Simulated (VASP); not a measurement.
# Ni (I4/mmm) in VASP: notebook

Runs on Ni. Level: PBE. Tasks: single point.

Everything below comes from runs of VASP 6.6.1. Logs are shortened: lines on timing, memory, paths and dates and some standing lists are left out, and cuts for length are marked.

## Step 1: The cell of the first run

The structure is tetragonal, space group I4/mmm (No. 139). Conventional cell: a = 2.767 Å, b = 2.767 Å, c = 2.546 Å, α = 90.00°, β = 90.00°, γ = 90.00°. Within 3.1 Å of Ni (site symmetry 4/mmm) lie 14 Ni at 2.33 to 2.77 Å.

## Step 2: Single point, PBE, collinear spin, ferromagnetic start (strain +0.000 along x and y, -0.080 along z)

INCAR reads:

```
SYSTEM = Ni
PREC = Accurate
ENCUT = 590
EDIFF = 1E-6
ISMEAR = 0
SIGMA = 0.15
LREAL = .FALSE.
LASPH = .TRUE.
NELM = 200
ALGO = Normal
ISIF = 2
LWAVE = .FALSE.
LCHARG = .TRUE.
ISPIN = 2
MAGMOM = 0.59
LORBIT = 11
LMAXMIX = 4
GGA = PE
LELF = .TRUE.
LVHAR = .TRUE.
NBANDS = 19
GGA_COMPAT = .FALSE.
```

KPOINTS reads:

```
Automatic mesh
0
G
  24 24 24
  0 0 0
```

POSCAR reads:

```
Ni
1.0
   -1.3837154700      1.3837154700      1.2730182324
    1.3837154700     -1.3837154700      1.2730182324
    1.3837154700      1.3837154700     -1.2730182324
Ni
1
Direct
    0.0000000000      0.0000000000      0.0000000000
```

Potentials or basis: VASP PAW PBE potentials, release 64 (Ni_sv_GW).

Launch:

```bash
> cat potpaw_PBE.64/Ni_sv_GW/POTCAR > POTCAR
> mpirun -np 1 vasp_std > vasp.out
```

OUTCAR:

```text
SYSTEM = Ni
   PREC = Accurate
   ENCUT = 590
   EDIFF = 1E-6
   ISMEAR = 0
   LREAL = .FALSE.
   LASPH = .TRUE.
   NELM = 200
   ISIF = 2
   ISPIN = 2
   LORBIT = 11
   GGA = PE

 ion  position               nearest neighbor table
   1  0.000  0.000  0.000-

  LATTYP: Found a body centered tetragonal cell.
 ALAT       =     2.7674309400
 C/A-ratio  =     0.9200000000

  Lattice vectors:

 A1 = (  -1.3837154700,   1.3837154700,   1.2730182324)
 A2 = (   1.3837154700,  -1.3837154700,   1.2730182324)
 A3 = (   1.3837154700,   1.3837154700,  -1.2730182324)

Analysis of symmetry for initial positions (statically):
=====================================================================
 Subroutine PRICEL returns:
 Original cell was already a primitive cell.

 Routine SETGRP: Setting up the symmetry group for a
 body centered tetragonal supercell.

 Subroutine GETGRP returns: Found 16 space group operations
 (whereof 16 operations were pure point group operations)
 out of a pool of 16 trial point group operations.

The static configuration has the point symmetry D_4h.

Analysis of symmetry for dynamics (positions and initial velocities):
=====================================================================
 Subroutine PRICEL returns:
 Original cell was already a primitive cell.

 Routine SETGRP: Setting up the symmetry group for a
 body centered tetragonal supercell.

 Subroutine GETGRP returns: Found 16 space group operations
 (whereof 16 operations were pure point group operations)
 out of a pool of 16 trial point group operations.

The dynamic configuration has the point symmetry D_4h.

Analysis of structural, dynamic, and magnetic symmetry:
=====================================================================
 Subroutine PRICEL returns:
 Original cell was already a primitive cell.

 Routine SETGRP: Setting up the symmetry group for a
 body centered tetragonal supercell.

 Subroutine GETGRP returns: Found 16 space group operations
 (whereof 16 operations were pure point group operations)
 out of a pool of 16 trial point group operations.

The overall configuration has the point symmetry D_4h.

 Subroutine INISYM returns: Found 16 space group operations
 (whereof 16 operations are pure point group operations),
 and found     1 'primitive' translations

----------------------------------------------------------------------------------------

                                     Primitive cell

  volume of cell :       9.7496

  direct lattice vectors                    reciprocal lattice vectors
    -1.383715470  1.383715470  1.273018232     0.000000000  0.361345964  0.392767352
     1.383715470 -1.383715470  1.273018232     0.361345964  0.000000000  0.392767352
     1.383715470  1.383715470 -1.273018232     0.361345964  0.361345964  0.000000000

  length of vectors
     2.334504749  2.334504749  2.334504749     0.533701319  0.533701319  0.511020363

  position of ions in fractional coordinates (direct lattice)
     0.000000000  0.000000000  0.000000000

  ion indices of the primitive-cell ions
   primitive index   ion index
                 1           1

----------------------------------------------------------------------------------------

 KPOINTS: Automatic mesh

Automatic generation of k-mesh.
 Grid dimensions read from file:
 generate k-points for:   24   24   24

 Generating k-lattice:

  Cartesian coordinates                     Fractional coordinates (reciprocal lattice)
     0.000000000  0.015056082  0.016365306     0.041666667  0.000000000 -0.000000000
     0.015056082  0.000000000  0.016365306     0.000000000  0.041666667 -0.000000000
     0.015056082  0.015056082  0.000000000     0.000000000  0.000000000  0.041666667

  Length of vectors
     0.022237555  0.022237555  0.021292515

  Shift w.r.t. Gamma in fractional coordinates (k-lattice)
     0.000000000  0.000000000  0.000000000

 Subroutine IBZKPT returns following result:
 ===========================================

 Found   1063 irreducible k-points:

 Following reciprocal coordinates:
            Coordinates               Weight
  0.000000  0.000000  0.000000      1.000000
  0.041667 -0.000000  0.000000      8.000000
  0.083333 -0.000000  0.000000      8.000000
  0.125000 -0.000000  0.000000      8.000000
  0.166667 -0.000000  0.000000      8.000000
  0.208333 -0.000000  0.000000      8.000000
[... 16 lines left out ...]
  0.416667  0.041667  0.000000     16.000000
  0.458333  0.041667  0.000000     16.000000
 [... further k-points ...]
   k-points           NKPTS =   1063   k-points in BZ     NKDIM =   1063   number of bands    NBANDS=     19
   number of dos      NEDOS =    301   number of ions     NIONS =      1
   total plane-waves  NPLWV =   5832
   dimension x,y,z NGX =    18 NGY =   18 NGZ =   18
   dimension x,y,z NGXF=    36 NGYF=   36 NGZF=   36
   ions per type =               1
   NGX,Y,Z   is equivalent  to a cutoff of  12.82, 12.82, 12.82 a.u.
   NGXF,Y,Z  is equivalent  to a cutoff of  25.64, 25.64, 25.64 a.u.
 SYSTEM =  Ni
   PREC   = accura    normal or accurate (medium, high low for compatibility)
   ISTART =      0    job   : 0-new  1-cont  2-samecut
   ICHARG =      2    charge: 1-file 2-atom 10-const
   ISPIN  =      2    spin polarized calculation?
   LNONCOLLINEAR =      F non collinear calculations
   LSORBIT =      F    spin-orbit coupling
   LASPH  =      T    aspherical Exc in radial PAW
   ENCUT  =  590.0 eV  43.36 Ry    6.59 a.u.   4.62  4.62  4.62*2*pi/ulx,y,z
   NELM   =    200;   NELMIN=  2; NELMDL= -5     # of ELM steps
   EDIFF  = 0.1E-05   stopping-criterion for ELM
   LREAL  =      F    real-space projection
   EDIFFG = 0.1E-04   stopping-criterion for IOM
   NSW    =      0    number of steps for IOM
   IBRION =     -1    ionic relax: 0-MD 1-quasi-New 2-CG
   NFREE  =      0    steps in history (QN), initial steepest desc. (CG)
   ISIF   =      2    stress and relaxation
   ISYM   =      2    0-nonsym 1-usesym 2-fastsym
   POTIM  = 0.5000    time-step for ionic-motion
   TEBEG  =    0.0;   TEEND  =   0.0 temperature during run
   PSTRESS=    0.0 pullay stress
   NELECT =      18.0000    total number of electrons
   NUPDOWN=      -1.0000    fix difference up-down
   EMIN   =  10.00;   EMAX   =-10.00  energy-range for DOS
   EFERMI =   0.00;   METHOD = LEGACY
   ISMEAR =     0;   SIGMA  =   0.15  broadening in eV -4-tet -1-fermi 0-gaus
   EFERMI_NEDOS =   21; number of points for ismear=-14 and -15
   IALGO  =     38    algorithm
   IMIX   =      4    mixing-type and parameters
     AMIX     =   0.40;   BMIX     =  1.00
     AMIX_MAG =   1.60;   BMIX_MAG =  1.00
  volume/ion in A,a.u.               =       9.75        65.79
  Fermi-wavevector in a.u.,A,eV,Ry     =   2.008335  3.795204 54.877894  4.033411
  Thomas-Fermi vector in A             =   3.021844
   LORBIT       =     11    0 simple, 1 ext, 2 COOP (PROOUT), +10 PAW based schemes
   GGA     = PE    functional components
   LHFCALC =     F    Hartree Fock is set to
   AEXX    =    0.0000 exact exchange contribution
   IVDW    =     0    specifies the selected vdW correction
   LEPSILON=     F    determine dielectric tensor
   LRPA    =     F    only Hartree local field effects (RPA)
 spin polarized calculation
 Gauss-broadening in eV      SIGMA  =   0.15
  energy-cutoff  :      590.00
  volume of cell :        9.75
 maximum number of plane-waves:       330
   NGX =  9   NGY =  9   NGZ =  9

 number of electron      17.9999982 magnetization       0.5024669

 Free energy of the ion-electron system (eV)
  ---------------------------------------------------
  ext. energy  EPLUGINS =         0.00000000
  ---------------------------------------------------
  free energy    TOTEN  =        -6.22979866 eV

  energy without entropy =       -6.21364465  energy(sigma->0) =       -6.22172165

 E-fermi :   9.1765     XC(G=0): -14.5929

 val. band max:        9.1754676679   @ k =  -0.1667  -0.2500   0.0417
 cond. band min:       9.1769013038   @ k =  -0.4167  -0.4167   0.1250
 fundamental gap:      0.0014336359
 Fermi energy:         9.1764676194

 spin component 1

 k-point     1 :       0.0000    0.0000    0.0000
  band No.  band energies     occupation
      1     -94.4087      1.00000
      2     -54.6822      1.00000
      3     -54.5757      1.00000
      4     -54.5757      1.00000
      5      -0.6025      1.00000
      6       6.2733      1.00000
[... 11 lines left out ...]
     18      43.8926      0.00000
     19      45.1307      0.00000

 k-point     2 :       0.0417   -0.0000    0.0000
  band No.  band energies     occupation
      1     -94.4082      1.00000
      2     -54.6858      1.00000
      3     -54.5791      1.00000
      4     -54.5782      1.00000
      5      -0.5215      1.00000
      6       6.2845      1.00000
[... 476 lines left out ...]
 k-point    24 :       0.4583    0.0417    0.0000
  band No.  band energies     occupation
      1     -94.3459      1.00000
      2     -54.9735      1.00000
      3     -54.6953      1.00000
      4     -54.6297      1.00000
      5       3.9167      1.00000
      6       5.3210      1.00000
[... 11 lines left out ...]
     18      55.8345      0.00000
     19      61.3040      0.00000

 [... further k-points ...]

 spin component 2

 k-point     1 :       0.0000    0.0000    0.0000
  band No.  band energies     occupation
      1     -93.7477      1.00000
      2     -54.0045      1.00000
      3     -53.9444      1.00000
      4     -53.9444      1.00000
      5      -0.6138      1.00000
      6       6.9192      1.00000
[... 11 lines left out ...]
     18      44.0276      0.00000
     19      45.2980      0.00000

 k-point     2 :       0.0417   -0.0000    0.0000
  band No.  band energies     occupation
      1     -93.7471      1.00000
      2     -54.0083      1.00000
      3     -53.9479      1.00000
      4     -53.9470      1.00000
      5      -0.5327      1.00000
      6       6.9301      1.00000
[... 476 lines left out ...]
 k-point    24 :       0.4583    0.0417    0.0000
  band No.  band energies     occupation
      1     -93.6835      1.00000
      2     -54.3194      1.00000
      3     -54.0666      1.00000
      4     -53.9839      1.00000
      5       4.2238      1.00000
      6       5.8642      1.00000
[... 11 lines left out ...]
     18      55.9193      0.00000
     19      61.4328      0.00000

 [... further k-points ...]
[... 5 lines left out ...]
  --------------------------------------------------------------------------------------
  -------------------------------------------------------------------------------------
  Total        1.6490207      1.6490207      1.3977102      0.0000000      0.0000000      0.0000000
  in kB      270.9870183    270.9870183    229.6886330      0.0000000      0.0000000      0.0000000
  external PRESSURE =     257.2208899 kB  Pullay stress =       0.0000000 kB

 VOLUME and BASIS-vectors are now :
 -----------------------------------------------------------------------------
  energy-cutoff  :      590.00
  volume of cell :        9.75
      direct lattice vectors                 reciprocal lattice vectors
    -1.383715470  1.383715470  1.273018232     0.000000000  0.361345964  0.392767352
     1.383715470 -1.383715470  1.273018232     0.361345964  0.000000000  0.392767352
     1.383715470  1.383715470 -1.273018232     0.361345964  0.361345964  0.000000000

 POSITION                                       TOTAL-FORCE (eV/Angst)
 -----------------------------------------------------------------------------------
      0.00000      0.00000      0.00000         0.000000      0.000000      0.000000
 -----------------------------------------------------------------------------------
    total drift:                                0.000000      0.000000      0.000000

  FREE ENERGIE OF THE ION-ELECTRON SYSTEM (eV)
  ---------------------------------------------------
  free  energy   TOTEN  =        -6.2297986558 eV

  energy  without entropy=       -6.2136446480  energy(sigma->0) =       -6.22172165

 total charge

# of ion       s       p       d       f       tot
--------------------------------------------------
    1        2.262   6.362   7.847   0.008  16.479

 magnetization (x)

# of ion       s       p       d       f       tot
--------------------------------------------------
    1       -0.001  -0.010   0.538  -0.000   0.526
```

Wall time 5 min (1 thread of Intel Xeon Platinum 8488C (Sapphire Rapids), shared host); peak memory 0.49 GiB.

Results:

```
Free energy                                           : -6.2298 eV
Pressure                                              : 25.7 GPa
Net moment                                            : 0.50 μB per cell
Site moments                                          : Ni +0.53 μB
Valence electrons inside the program's atomic spheres : Ni 16.48
```

Caveat: the cell differs from its parent crystal (strain +0.000 along x and y, -0.080 along z); the cell stands under pressure.

## Step 3: Single point, PBE, collinear spin, ferromagnetic start (strain -0.080 along x and y, +0.080 along z)

INCAR reads:

```
SYSTEM = Ni
  PREC = Accurate
  ENCUT = 590
  EDIFF = 1E-6
  ISMEAR = 0
  SIGMA = 0.15
  LREAL = .FALSE.
  LASPH = .TRUE.
  NELM = 200
  ALGO = Normal
  ISIF = 2
  LWAVE = .FALSE.
  LCHARG = .FALSE.
  ISPIN = 2
  MAGMOM = 0.59
  LORBIT = 11
  LMAXMIX = 4
  GGA = PE
  NBANDS = 19
  GGA_COMPAT = .FALSE.
```

KPOINTS is that of step 2.

POSCAR reads:

```
Ni
1.0
   -1.2730182324      1.2730182324      1.4944127076
    1.2730182324     -1.2730182324      1.4944127076
    1.2730182324      1.2730182324     -1.4944127076
Ni
1
Direct
    0.0000000000      0.0000000000      0.0000000000
```

Potentials or basis: VASP PAW PBE potentials, release 64 (Ni_sv_GW).

Launch:

```bash
> cat potpaw_PBE.64/Ni_sv_GW/POTCAR > POTCAR
> mpirun -np 1 vasp_std > vasp.out
```

Wall time 4 min (1 thread of Intel Xeon 6975P-C (Granite Rapids), shared host); peak memory 0.49 GiB.

It converged, with:

| Quantity | Value |
| --- | --- |
| Free energy | -6.2522 eV |
| Pressure | 27.9 GPa |
| Net moment | 0.55 μB per cell |
| Site moments | Ni +0.58 μB |
| Valence electrons inside the program's atomic spheres | Ni 16.48 |

Stress tensor (GPa, compression positive):
```
23.84  0.00  0.00
 0.00 23.84  0.00
 0.00  0.00 36.05
```

Levels at points of the mesh, in eV from the Fermi level:
Spin up:
| k point | band 6 | band 7 | band 8 | band 9 | band 10 | band 11 | band 12 | band 13 |
| --- | --- | --- | --- | --- | --- | --- | --- | --- |
| (0.00, 0.00, 0.00) | -2.87 | -2.87 | -2.02 | -1.74 | -0.79 | 25.26 | 28.34 | 28.34 |
| (0.50, 0.00, 0.00) | -3.33 | -1.80 | -0.71 | -0.39 | -0.15 | 6.81 | 21.42 | 23.74 |
| (0.50, 0.50, 0.00) | -4.46 | -0.64 | -0.56 | 0.00 | 1.04 | 8.66 | 17.68 | 18.46 |
| (0.50, 0.50, 0.50) | -4.92 | -0.38 | -0.23 | -0.23 | 6.25 | 12.80 | 12.80 | 13.95 |
Spin down:
| k point | band 7 | band 8 | band 9 | band 10 | band 11 | band 12 |
| --- | --- | --- | --- | --- | --- | --- |
| (0.00, 0.00, 0.00) | -2.19 | -1.44 | -1.14 | -0.32 | 25.15 | 28.28 |
| (0.50, 0.00, 0.00) | -1.28 | -0.42 | -0.10 | 0.58 | 7.20 | 21.34 |
| (0.50, 0.50, 0.00) | -0.03 | 0.02 | 0.81 | 1.01 | 8.94 | 17.65 |
| (0.50, 0.50, 0.50) | 0.25 | 0.56 | 0.56 | 6.25 | 12.82 | 12.82 |

Caveat: the cell differs from its parent crystal (strain -0.080 along x and y, +0.080 along z); the cell stands under pressure.

(Part 1 of 2 ends here.)
